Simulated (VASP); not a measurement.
# Au in VASP: single point with PBEsol

Aim: the single point of Au with PBEsol.

All numbers are computed with VASP 6.6.1; they aren't measurements. Logs are shortened: lines on timing, memory, paths and dates and some standing lists are left out, and cuts for length are marked.

## (1) The cell of the first run

The cell holds a slab with vacuum, 5 atoms: a = 2.900 Å, b = 2.900 Å, c = 26.760 Å, α = 90.00°, β = 90.00°, γ = 120.00°.

## (2) Single point, PBEsol

INCAR reads:

```
SYSTEM = Au
PREC = Accurate
ENCUT = 520
EDIFF = 1E-6
ISMEAR = 0
SIGMA = 0.1
LREAL = .FALSE.
LASPH = .TRUE.
NELM = 80
ALGO = Normal
ISIF = 2
LWAVE = .FALSE.
LCHARG = .FALSE.
LDIPOL = .TRUE.
IDIPOL = 3
DIPOL = 0.5 0.5 0.496
GGA = PS
NBANDS = 36
```

KPOINTS reads:

```
Automatic mesh
0
G
  12 12 1
  0 0 0
```

POSCAR reads:

```
Au
1.0
    2.8999984077      0.0000000029      0.0000000000
   -1.4499992063      2.5114722906      0.0000000000
    0.0000000000      0.0000000000     26.7600001552
Au
5
Direct
    0.6666666667      0.3333333333      0.3176382642
    0.3333333333      0.6666666667      0.4088191373
    0.6666666667      0.3333333333      0.4963737785
    0.3333333333      0.6666666667      0.5841979584
    0.6666666667      0.3333333333      0.6732852293
```

Potentials or basis: VASP PAW PBE potentials, release 64 (Au).

The run is started by

```console
$ cat potpaw_PBE.64/Au/POTCAR > POTCAR
$ mpirun -np 1 vasp_std > vasp.out
```

OUTCAR:

```text
SYSTEM = Au
   PREC = Accurate
   ENCUT = 520
   EDIFF = 1E-6
   ISMEAR = 0
   LREAL = .FALSE.
   LASPH = .TRUE.
   NELM = 80
   ISIF = 2
   GGA = PS

 ion  position               nearest neighbor table
   1  0.667  0.333  0.318-   2 2.96   2 2.96   2 2.96
   2  0.333  0.667  0.409-   3 2.88   3 2.88   3 2.88   1 2.96   1 2.96   1 2.96
   3  0.667  0.333  0.496-   2 2.88   2 2.88   2 2.88   4 2.89   4 2.89   4 2.89
   4  0.333  0.667  0.584-   3 2.89   3 2.89   3 2.89   5 2.91   5 2.91   5 2.91
   5  0.667  0.333  0.673-   4 2.91   4 2.91   4 2.91

  LATTYP: Found a hexagonal cell.
 ALAT       =     2.8999984077
 C/A-ratio  =     9.2275913270

  Lattice vectors:

 A1 = (   2.8999984077,   0.0000000029,   0.0000000000)
 A2 = (  -1.4499992063,   2.5114722906,   0.0000000000)
 A3 = (   0.0000000000,   0.0000000000,  26.7600001552)

Analysis of symmetry for initial positions (statically):
=====================================================================
 Subroutine PRICEL returns:
 Original cell was already a primitive cell.

 Routine SETGRP: Setting up the symmetry group for a
 hexagonal supercell.

 Subroutine GETGRP returns: Found  6 space group operations
 (whereof  6 operations were pure point group operations)
 out of a pool of 24 trial point group operations.

The static configuration has the point symmetry C_3v.

Analysis of symmetry for dynamics (positions and initial velocities):
=====================================================================
 Subroutine PRICEL returns:
 Original cell was already a primitive cell.

 Routine SETGRP: Setting up the symmetry group for a
 hexagonal supercell.

 Subroutine GETGRP returns: Found  6 space group operations
 (whereof  6 operations were pure point group operations)
 out of a pool of 24 trial point group operations.

The dynamic configuration has the point symmetry C_3v.

 Subroutine INISYM returns: Found  6 space group operations
 (whereof  6 operations are pure point group operations),
 and found     1 'primitive' translations

----------------------------------------------------------------------------------------

                                     Primitive cell

  volume of cell :     194.9002

  direct lattice vectors                    reciprocal lattice vectors
[... 92 lines left out ...]
   NFREE  =      0    steps in history (QN), initial steepest desc. (CG)
   ISIF   =      2    stress and relaxation
   ISYM   =      2    0-nonsym 1-usesym 2-fastsym
   POTIM  = 0.5000    time-step for ionic-motion
   TEBEG  =    0.0;   TEEND  =   0.0 temperature during run
   PSTRESS=    0.0 pullay stress
   NELECT =      55.0000    total number of electrons
   NUPDOWN=      -1.0000    fix difference up-down
   EMIN   =  10.00;   EMAX   =-10.00  energy-range for DOS
   EFERMI =   0.00;   METHOD = LEGACY
   ISMEAR =     0;   SIGMA  =   0.10  broadening in eV -4-tet -1-fermi 0-gaus
   EFERMI_NEDOS =   21; number of points for ismear=-14 and -15
   IALGO  =     38    algorithm
   IMIX   =      4    mixing-type and parameters
     AMIX     =   0.40;   BMIX     =  1.00
     AMIX_MAG =   1.60;   BMIX_MAG =  1.00
  volume/ion in A,a.u.               =      38.98       263.05
  Fermi-wavevector in a.u.,A,eV,Ry     =   1.073804  2.029195 15.688263  1.153055
  Thomas-Fermi vector in A             =   2.209614
   LORBIT       =      0    0 simple, 1 ext, 2 COOP (PROOUT), +10 PAW based schemes
   GGA     = PS    functional components
   LHFCALC =     F    Hartree Fock is set to
   AEXX    =    0.0000 exact exchange contribution
   IVDW    =     0    specifies the selected vdW correction
   LEPSILON=     F    determine dielectric tensor
   LRPA    =     F    only Hartree local field effects (RPA)
 non-spin polarized calculation
 Gauss-broadening in eV      SIGMA  =   0.10
  energy-cutoff  :      520.00
  volume of cell :      194.90
 maximum number of plane-waves:      5319
 NGX is ok and might be reduce to    24
   NGX = 11   NGY = 11   NGZ = 99

 dipolmoment           0.000000      0.000000      0.002614 electrons x Angstroem

 number of electron      55.0000004 magnetization

 dipolmoment           0.000000      0.000000     -0.001759 electrons x Angstroem

 Free energy of the ion-electron system (eV)
  ---------------------------------------------------
  ext. energy  EPLUGINS =         0.00000000
  ---------------------------------------------------
  free energy    TOTEN  =       -18.65062678 eV

  energy without entropy =      -18.63917539  energy(sigma->0) =      -18.64490109

 E-fermi :   0.9990     XC(G=0):  -6.2910

 val. band max:        0.9139556759   @ k =   0.2500   0.2500   0.0000
 cond. band min:       0.9995314646   @ k =   0.4167   0.0833   0.0000
 fundamental gap:      0.0855757887
 Fermi energy:         0.9990072838

 k-point     1 :       0.0000    0.0000    0.0000
  band No.  band energies     occupation
      1      -8.4124      2.00000
      2      -7.5241      2.00000
      3      -6.5389      2.00000
      4      -6.0289      2.00000
      5      -5.9782      2.00000
      6      -3.5734      2.00000
[... 730 lines left out ...]
     35       7.4208      0.00000
     36       7.7323      0.00000

------------------------ aborting loop because EDIFF is reached ----------------------------------------

 vacuum level on the upper side and lower side of the slab       (xc-potential included)        -0.232        -0.205

  FORCE on cell =-STRESS in cart. coord.  units (eV):
  Direction    XX          YY          ZZ          XY          YZ          ZX
  --------------------------------------------------------------------------------------
  -------------------------------------------------------------------------------------
  Total       -4.4630515     -4.4630515     -0.5121082     -0.0000000      0.0000000     -0.0000000
  in kB      -36.6885221    -36.6885221     -4.2097863     -0.0000000      0.0000000     -0.0000000
  external PRESSURE =     -25.8622768 kB  Pullay stress =       0.0000000 kB

 VOLUME and BASIS-vectors are now :
 -----------------------------------------------------------------------------
  energy-cutoff  :      520.00
  volume of cell :      194.90
      direct lattice vectors                 reciprocal lattice vectors
     2.899998408  0.000000003  0.000000000     0.344827775  0.199086409  0.000000000
    -1.449999206  2.511472291  0.000000000    -0.000000000  0.398172818  0.000000000
     0.000000000  0.000000000 26.760000155     0.000000000  0.000000000  0.037369208

 POSITION                                       TOTAL-FORCE (eV/Angst)
 -----------------------------------------------------------------------------------
      1.45000      0.83716      8.50000        -0.000000      0.000000      0.176842
     -0.00000      1.67431     10.94000         0.000000     -0.000000     -0.196914
      1.45000      0.83716     13.28296         0.000000      0.000000      0.038710
     -0.00000      1.67431     15.63314         0.000000     -0.000000     -0.012843
      1.45000      0.83716     18.01711         0.000000      0.000000     -0.005795
 -----------------------------------------------------------------------------------
    total drift:                               -0.000000      0.000000      0.000916

  FREE ENERGIE OF THE ION-ELECTRON SYSTEM (eV)
  ---------------------------------------------------
  free  energy   TOTEN  =       -18.6506267837 eV

  energy  without entropy=      -18.6391753923  energy(sigma->0) =      -18.64490109

 vacuum level on the upper side and lower side of the slab         6.099         6.123
```

OSZICAR:

```text
N       E                     dE             d eps       ncg     rms          rms(c)
DAV:   1     0.363443680426E+03    0.36344E+03   -0.25369E+04  1368   0.132E+03
DAV:   2    -0.582930244576E+01   -0.36927E+03   -0.34944E+03  1584   0.282E+02
DAV:   3    -0.200674315471E+02   -0.14238E+02   -0.13970E+02  1552   0.525E+01
[... 13 lines left out ...]
DAV:  17    -0.186507646557E+02    0.54926E-03   -0.84075E-04  1476   0.332E-01    0.877E-02
DAV:  18    -0.186506235324E+02    0.14112E-03   -0.10549E-03  1476   0.333E-01    0.209E-02
DAV:  19    -0.186506265553E+02   -0.30228E-05   -0.89225E-05  1476   0.820E-02    0.185E-02
DAV:  20    -0.186506261471E+02    0.40816E-06   -0.27760E-05  1084   0.413E-02    0.106E-02
DAV:  21    -0.186506270487E+02   -0.90164E-06   -0.16833E-05  1420   0.422E-02    0.644E-03
DAV:  22    -0.186506267837E+02    0.26503E-06   -0.39442E-06  1016   0.205E-02
   1 F= -.18650627E+02 E0= -.18644901E+02  d E =-.114514E-01
```

It took 5 min on 1 thread of Intel Xeon 8259CL, shared host; peak memory 0.37 GiB.

What came out:

```
Free energy            : -18.6506 eV
Largest force          : 0.197 eV/Å
Band gap on the k mesh : zero (an odd number of electrons rules out a gap without spin polarisation)
```

Forces on the atoms (eV/Å):
```
Au   0.000  0.000  0.177
Au   0.000  0.000 -0.197
Au   0.000  0.000  0.039
Au   0.000  0.000 -0.013
Au   0.000  0.000 -0.006
```

Levels at points of the mesh, in eV from the Fermi level:
| k point | band 26 | band 27 | band 28 | band 29 | band 30 | band 31 |
| --- | --- | --- | --- | --- | --- | --- |
| (0.00, 0.00, 0.00) | -2.09 | -2.09 | -2.02 | -2.02 | -0.90 | 0.06 |
| (0.50, 0.00, 0.00) | 0.25 | 0.30 | 0.89 | 1.38 | 1.50 | 3.69 |

Caveat: the PAW data sets were made with another functional, which shifts forces and pressure a little; spin-orbit coupling is left out, which moves the levels of the heavy elements.

The gap in the log of VASP goes by the Fermi energy; the results here count the filled bands.